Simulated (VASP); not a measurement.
# Pd (Fm-3m) in VASP: a series of runs

Pd is run at these levels: PBE; tasks: single point, relaxation of cell and atoms.

Program: VASP 6.6.1. These are calculated values, not measurements. Logs are shortened: lines on timing, memory, paths and dates and some standing lists are left out, and cuts for length are marked.

### 1 The cell of the first run

Symmetry: Fm-3m, No. 225, cubic system. The conventional cell has a = 3.941 Å, b = 3.941 Å, c = 3.941 Å, α = 90.00°, β = 90.00°, γ = 90.00°. Within 3.7 Å of Pd (site symmetry m-3m) lie 12 Pd at 2.79 Å.

### 2 Single point, PBE

INCAR

```
PREC = Accurate
ENCUT = 520
EDIFF = 1E-6
ISMEAR = 1
SIGMA = 0.1
LREAL = False
LASPH = True
NELM = 80
ALGO = Normal
ISIF = 2
LWAVE = False
LCHARG = True
GGA = PE
LELF = True
LVHAR = True
NBANDS = 11
```

KPOINTS

```
regular mesh
0
Gamma
  20 20 20
```

POSCAR

```
Pd
1.0
    0.0000000000      1.9706499002      1.9706499002
    1.9706499002      0.0000000000      1.9706499002
    1.9706499002      1.9706499002      0.0000000000
Pd
1
Direct
    0.0000000000      0.0000000000      0.0000000000
```

Potentials or basis: VASP PAW PBE potentials, release 64 (Pd).

Launch:

```bash
cat potpaw_PBE.64/Pd/POTCAR > POTCAR
mpirun -np 1 vasp_std > vasp.out
```

OUTCAR:

```text
PREC = Accurate
   ENCUT = 520
   EDIFF = 1E-6
   ISMEAR = 1
   LREAL = False
   LASPH = True
   NELM = 80
   ISIF = 2
   GGA = PE

 ion  position               nearest neighbor table
   1  0.000  0.000  0.000-

  LATTYP: Found a face centered cubic cell.
 ALAT       =     3.9412998004

  Lattice vectors:

 A1 = (   0.0000000000,   1.9706499002,   1.9706499002)
 A2 = (   1.9706499002,   0.0000000000,   1.9706499002)
 A3 = (   1.9706499002,   1.9706499002,   0.0000000000)

Analysis of symmetry for initial positions (statically):
=====================================================================
 Subroutine PRICEL returns:
 Original cell was already a primitive cell.

 Routine SETGRP: Setting up the symmetry group for a
 face centered cubic supercell.

 Subroutine GETGRP returns: Found 48 space group operations
 (whereof 48 operations were pure point group operations)
 out of a pool of 48 trial point group operations.

The static configuration has the point symmetry O_h .

Analysis of symmetry for dynamics (positions and initial velocities):
=====================================================================
 Subroutine PRICEL returns:
 Original cell was already a primitive cell.

 Routine SETGRP: Setting up the symmetry group for a
 face centered cubic supercell.

 Subroutine GETGRP returns: Found 48 space group operations
 (whereof 48 operations were pure point group operations)
 out of a pool of 48 trial point group operations.

The dynamic configuration has the point symmetry O_h .

 Subroutine INISYM returns: Found 48 space group operations
 (whereof 48 operations are pure point group operations),
 and found     1 'primitive' translations

----------------------------------------------------------------------------------------

                                     Primitive cell

  volume of cell :      15.3059

  direct lattice vectors                    reciprocal lattice vectors
     0.000000000  1.970649900  1.970649900    -0.253723404  0.253723404  0.253723404
     1.970649900  0.000000000  1.970649900     0.253723404 -0.253723404  0.253723404
     1.970649900  1.970649900  0.000000000     0.253723404  0.253723404 -0.253723404

  length of vectors
     2.786919816  2.786919816  2.786919816     0.439461826  0.439461826  0.439461826

  position of ions in fractional coordinates (direct lattice)
     0.000000000  0.000000000  0.000000000

  ion indices of the primitive-cell ions
   primitive index   ion index
                 1           1

----------------------------------------------------------------------------------------

 KPOINTS: regular mesh

Automatic generation of k-mesh.
 Grid dimensions read from file:
 generate k-points for:   20   20   20

 Generating k-lattice:

  Cartesian coordinates                     Fractional coordinates (reciprocal lattice)
    -0.012686170  0.012686170  0.012686170     0.050000000  0.000000000  0.000000000
     0.012686170 -0.012686170  0.012686170     0.000000000  0.050000000  0.000000000
     0.012686170  0.012686170 -0.012686170     0.000000000  0.000000000  0.050000000

  Length of vectors
     0.021973091  0.021973091  0.021973091

  Shift w.r.t. Gamma in fractional coordinates (k-lattice)
     0.000000000  0.000000000  0.000000000

 Subroutine IBZKPT returns following result:
 ===========================================

 Found    256 irreducible k-points:

 Following reciprocal coordinates:
            Coordinates               Weight
  0.000000  0.000000  0.000000      1.000000
  0.050000  0.000000  0.000000      8.000000
  0.100000  0.000000  0.000000      8.000000
  0.150000  0.000000  0.000000      8.000000
  0.200000  0.000000  0.000000      8.000000
  0.250000  0.000000  0.000000      8.000000
[... 16 lines left out ...]
 -0.400000  0.050000  0.000000     24.000000
 -0.350000  0.050000  0.000000     24.000000
 [... further k-points ...]
   k-points           NKPTS =    256   k-points in BZ     NKDIM =    256   number of bands    NBANDS=     11
   number of dos      NEDOS =    301   number of ions     NIONS =      1
   total plane-waves  NPLWV =  13824
   dimension x,y,z NGX =    24 NGY =   24 NGZ =   24
   dimension x,y,z NGXF=    48 NGYF=   48 NGZF=   48
   ions per type =               1
   NGX,Y,Z   is equivalent  to a cutoff of  14.32, 14.32, 14.32 a.u.
   NGXF,Y,Z  is equivalent  to a cutoff of  28.63, 28.63, 28.63 a.u.
 SYSTEM =  unknown system
   PREC   = accura    normal or accurate (medium, high low for compatibility)
   ISTART =      0    job   : 0-new  1-cont  2-samecut
   ICHARG =      2    charge: 1-file 2-atom 10-const
   ISPIN  =      1    spin polarized calculation?
   LNONCOLLINEAR =      F non collinear calculations
   LSORBIT =      F    spin-orbit coupling
   LASPH  =      T    aspherical Exc in radial PAW
   ENCUT  =  520.0 eV  38.22 Ry    6.18 a.u.   5.18  5.18  5.18*2*pi/ulx,y,z
   NELM   =     80;   NELMIN=  2; NELMDL= -5     # of ELM steps
   EDIFF  = 0.1E-05   stopping-criterion for ELM
   LREAL  =      F    real-space projection
   EDIFFG = 0.1E-04   stopping-criterion for IOM
   NSW    =      0    number of steps for IOM
   IBRION =     -1    ionic relax: 0-MD 1-quasi-New 2-CG
   NFREE  =      0    steps in history (QN), initial steepest desc. (CG)
   ISIF   =      2    stress and relaxation
   ISYM   =      2    0-nonsym 1-usesym 2-fastsym
   POTIM  = 0.5000    time-step for ionic-motion
   TEBEG  =    0.0;   TEEND  =   0.0 temperature during run
   PSTRESS=    0.0 pullay stress
   NELECT =      10.0000    total number of electrons
   NUPDOWN=      -1.0000    fix difference up-down
   EMIN   =  10.00;   EMAX   =-10.00  energy-range for DOS
   EFERMI =   0.00;   METHOD = LEGACY
   ISMEAR =     1;   SIGMA  =   0.10  broadening in eV -4-tet -1-fermi 0-gaus
   EFERMI_NEDOS =   21; number of points for ismear=-14 and -15
   IALGO  =     38    algorithm
   IMIX   =      4    mixing-type and parameters
     AMIX     =   0.40;   BMIX     =  1.00
     AMIX_MAG =   1.60;   BMIX_MAG =  1.00
  volume/ion in A,a.u.               =      15.31       103.29
  Fermi-wavevector in a.u.,A,eV,Ry     =   1.420546  2.684443 27.455896  2.017951
  Thomas-Fermi vector in A             =   2.541450
   LORBIT       =      0    0 simple, 1 ext, 2 COOP (PROOUT), +10 PAW based schemes
   GGA     = PE    functional components
   LHFCALC =     F    Hartree Fock is set to
   AEXX    =    0.0000 exact exchange contribution
   IVDW    =     0    specifies the selected vdW correction
   LEPSILON=     F    determine dielectric tensor
   LRPA    =     F    only Hartree local field effects (RPA)
 non-spin polarized calculation
 Methfessel and Paxton  Order N= 1 SIGMA  =   0.10
  energy-cutoff  :      520.00
  volume of cell :       15.31
 maximum number of plane-waves:       428
 NGX is ok and might be reduce to    24
   NGX = 11   NGY = 11   NGZ = 11

 number of electron      10.0000000 magnetization

 Free energy of the ion-electron system (eV)
  ---------------------------------------------------
  ext. energy  EPLUGINS =         0.00000000
  ---------------------------------------------------
  free energy    TOTEN  =        -5.21431115 eV

  energy without entropy =       -5.21373959  energy(sigma->0) =       -5.21412063

 E-fermi :   9.1415     XC(G=0): -12.9565

 val. band max:        9.1367837130   @ k =   0.5000   0.0500   0.0000
 cond. band min:       9.1425099871   @ k =   0.5000   0.2500   0.0500
 fundamental gap:      0.0057262740
 Fermi energy:         9.1414581438

 k-point     1 :       0.0000    0.0000    0.0000
  band No.  band energies     occupation
      1       2.3140      2.00000
      2       6.4875      2.00000
      3       6.4875      2.00000
      4       6.4875      2.00000
      5       8.0041      2.00000
      6       8.0041      2.00000
      7      26.3381      0.00000
      8      30.9070      0.00000
      9      30.9070      0.00000
     10      30.9070      0.00000
     11      35.4722      0.00000

 k-point     2 :       0.0500    0.0000    0.0000
  band No.  band energies     occupation
      1       2.4023      2.00000
      2       6.4569      2.00000
      3       6.5178      2.00000
      4       6.5178      2.00000
      5       7.9896      2.00000
      6       7.9896      2.00000
      7      26.4263      0.00000
      8      30.2748      0.00000
      9      31.0024      0.00000
     10      31.0024      0.00000
     11      35.5690      0.00000

 k-point     3 :       0.1000    0.0000    0.0000
  band No.  band energies     occupation
      1       2.6598      2.00000
      2       6.3775      2.00000
      3       6.5992      2.00000
      4       6.5992      2.00000
      5       7.9568      2.00000
      6       7.9568      2.00000
      7      26.6274      0.00000
      8      28.9407      0.00000
      9      31.2746      0.00000
     10      31.2746      0.00000
     11      36.0048      0.00000

 k-point     4 :       0.1500    0.0000    0.0000
  band No.  band energies     occupation
      1       3.0595      2.00000
      2       6.2890      2.00000
      3       6.7007      2.00000
      4       6.7007      2.00000
      5       7.9389      2.00000
      6       7.9389      2.00000
      7      26.5082      0.00000
      8      27.7277      0.00000
      9      31.6771      0.00000
     10      31.6771      0.00000
     11      35.3087      0.00000
[... 239 lines left out ...]
 k-point    22 :      -0.4500    0.0500    0.0000
  band No.  band energies     occupation
      1       4.2191      2.00000
      2       6.4149      2.00000
      3       6.4999      2.00000
      4       8.7107      2.00000
      5       9.0578      1.99768
      6      10.5734     -0.00000
      7      16.4540      0.00000
      8      25.7685      0.00000
      9      29.3819      0.00000
     10      29.9755      0.00000
     11      35.5917      0.00000

 k-point    23 :      -0.4000    0.0500    0.0000
  band No.  band energies     occupation
      1       4.2552      2.00000
      2       6.4681      2.00000
      3       6.5392      2.00000
      4       8.4529      2.00000
      5       8.8703      2.00086
      6       9.9117     -0.00000
      7      17.5867      0.00000
      8      25.9578      0.00000
      9      29.4975      0.00000
     10      30.6138      0.00000
     11      35.6043      0.00000

 k-point    24 :      -0.3500    0.0500    0.0000
  band No.  band energies     occupation
      1       4.2987      2.00000
      2       6.5508      2.00000
      3       6.6124      2.00000
      4       7.8604      2.00000
      5       8.6050      2.00000
      6       9.2795     -0.06490
      7      19.1836      0.00000
      8      26.2924      0.00000
      9      29.8642      0.00000
     10      31.5456      0.00000
     11      35.1499      0.00000

 [... further k-points ...]

------------------------ aborting loop because EDIFF is reached ----------------------------------------

  FORCE on cell =-STRESS in cart. coord.  units (eV):
  Direction    XX          YY          ZZ          XY          YZ          ZX
  --------------------------------------------------------------------------------------
  -------------------------------------------------------------------------------------
  Total       -0.0279063     -0.0279063     -0.0279063      0.0000000      0.0000000      0.0000000
  in kB       -2.9211569     -2.9211569     -2.9211569      0.0000000      0.0000000      0.0000000
  external PRESSURE =      -2.9211569 kB  Pullay stress =       0.0000000 kB

 VOLUME and BASIS-vectors are now :
 -----------------------------------------------------------------------------
  energy-cutoff  :      520.00
  volume of cell :       15.31
      direct lattice vectors                 reciprocal lattice vectors
     0.000000000  1.970649900  1.970649900    -0.253723404  0.253723404  0.253723404
     1.970649900  0.000000000  1.970649900     0.253723404 -0.253723404  0.253723404
     1.970649900  1.970649900  0.000000000     0.253723404  0.253723404 -0.253723404

 POSITION                                       TOTAL-FORCE (eV/Angst)
 -----------------------------------------------------------------------------------
      0.00000      0.00000      0.00000         0.000000      0.000000      0.000000
 -----------------------------------------------------------------------------------
    total drift:                               -0.000000      0.000000      0.000000

  FREE ENERGIE OF THE ION-ELECTRON SYSTEM (eV)
  ---------------------------------------------------
  free  energy   TOTEN  =        -5.2143111472 eV

  energy  without entropy=       -5.2137395907  energy(sigma->0) =       -5.21412063
```

It took 13 s on 1 thread of Intel Xeon 6975P-C (Granite Rapids), shared host; peak memory 0.17 GiB.

What came out:

* Free energy: -5.2143 eV
* Pressure: -0.3 GPa
* Band gap on the k mesh: zero (band 5 reaches 9.43 eV, above the bottom of band 6 at 7.94 eV)

### 3 Relaxation of cell and atoms, PBE

This run uses another cell than the first one, of 14.83 Å³/atom, 0.969 times its volume.

INCAR

```
  PREC = Accurate
  ENCUT = 600
  EDIFF = 1E-6
  ISMEAR = 1
  SIGMA = 0.1
  LREAL = F
  LASPH = T
  NELM = 100
  ALGO = Normal
  ISIF = 3
  LWAVE = F
  LCHARG = F
  GGA = PE
  IBRION = 2
  NSW = 80
  EDIFFG = -0.005
```

KPOINTS

```
Automatic mesh
0
Gamma
  20 20 20
```

POSCAR

```
Pd
1.0
    0.0000000000      1.9500000000      1.9500000000
    1.9500000000      0.0000000000      1.9500000000
    1.9500000000      1.9500000000      0.0000000000
Pd
1
Direct
    0.0000000000      0.0000000000      0.0000000000
```

Potentials or basis: VASP PAW PBE potentials, release 64 (Pd).

Launch:

```bash
cat potpaw_PBE.64/Pd/POTCAR > POTCAR
mpirun -np 1 vasp_std > vasp.out
```

It took 25 s on 1 thread of Intel Xeon 6975P-C (Granite Rapids), shared host; peak memory 0.18 GiB.

The run converged. Its results:

```
Free energy                            : -5.2141 eV
Relaxed volume                         : 15.28 Å³/atom
Relaxed cell                           : a = 2.785 Å, b = 2.785 Å, c = 2.785 Å, α = 60.00°, β = 60.00°, γ = 60.00°
Space group after relaxing (to 0.05 Å) : Fm-3m (No. 225)
Energy gained by relaxing              : 7.2 meV/atom
Ionic steps                            : 3
Pressure after relaxing                : 0.0 GPa
Band gap on the k mesh                 : zero (band 5 reaches 9.46 eV, above the bottom of band 6 at 7.96 eV)
```

The path:
| step | energy change (eV) | largest force (eV/Å) | pressure (GPa) | volume (Å³) |
| --- | --- | --- | --- | --- |
| 1 | 0.0000 | 0.0000 | 5.42 | 14.83 |
| 2 | 0.0065 | 0.0000 | -6.37 | 15.93 |
| 3 | -0.0072 | 0.0000 | -0.03 | 15.28 |

Final structure:
```xyz
1
Lattice="0.0000 1.9694 1.9694 1.9694 0.0000 1.9694 1.9694 1.9694 0.0000" Properties=species:S:1:pos:R:3 pbc="T T T"
Pd    0.0000    0.0000    0.0000
```

Levels at points of the mesh, in eV from the Fermi level:
```tsv
k point	band 1	band 2	band 3	band 4	band 5	band 6	band 7	band 8	band 9
(0.00, 0.00, 0.00)	-6.84	-2.66	-2.66	-2.66	-1.14	-1.14	17.20	21.78	21.78
(0.50, 0.00, 0.00)	-5.00	-2.70	-2.70	-0.01	-0.01	1.12	7.07	16.55	20.79
(0.50, 0.50, 0.00)	-5.07	-4.81	-0.03	0.29	0.29	3.38	10.44	13.05	13.05
```
